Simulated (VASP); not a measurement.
La2O3: single point with PBE

Crystal: La2O3.

```
La O
1.0
     3.12830    1.80612    5.26873
    -3.12830    1.80612    5.26873
     0.00000   -3.61225    5.26873
La O
4 6
Direct
  0.86167 0.86167 0.86167
  0.36167 0.36167 0.36167
  0.13833 0.13833 0.13833
  0.63833 0.63833 0.63833
  0.46321 0.03679 0.75000
  0.03679 0.75000 0.46321
  0.53679 0.96321 0.25000
  0.25000 0.53679 0.96321
  0.96321 0.25000 0.53679
  0.75000 0.46321 0.03679
```

```
Program             : VASP 6.6.1
Task                : single point
Functional          : PBE
Potentials or basis : VASP PAW PBE potentials, release 64 (La, O)
Cutoff              : 520 eV
k mesh              : 4 × 4 × 4
Occupations         : fermi-dirac, width 0.02 eV
Spin                : no spin polarisation
```

```yaml
Pressure: -0.3 GPa
Largest_force: 0.006 eV/Å
Band_gap_on_the_k_mesh: 3.83 eV (least direct gap 4.09 eV)
```

Forces in eV/Å, atoms in the order of the input:
```
La   0.000  0.000 -0.006
La   0.000  0.000 -0.006
La   0.000  0.000  0.006
La   0.000  0.000  0.006
O   -0.004  0.000  0.000
O    0.002  0.003  0.000
O    0.004  0.000  0.000
O   -0.002  0.003  0.000
O   -0.002 -0.003  0.000
O    0.002 -0.003  0.000
```

Levels at points of the mesh, in eV from the valence-band top:
```csv
k point,band 38,band 39,band 40,band 41,band 42,band 43
"(0.00, 0.00, 0.00)",-0.39,-0.39,-0.26,3.83,4.55,4.73
"(0.50, 0.00, 0.00)",-0.39,-0.21,-0.21,4.24,4.24,4.64
"(0.50, 0.50, 0.00)",-0.32,-0.08,-0.01,4.24,4.55,4.67
"(0.50, 0.50, 0.50)",-0.68,-0.23,-0.23,4.79,4.79,4.82
```

It took 4.3 min on 1 thread of Intel(R) Xeon(R) Platinum 8488C (Sapphire Rapids) (shared host), peak memory 0.37 GiB.

Caveat: spin-orbit coupling is left out, which moves the levels of the heavy elements. A k mesh can miss the band edges.
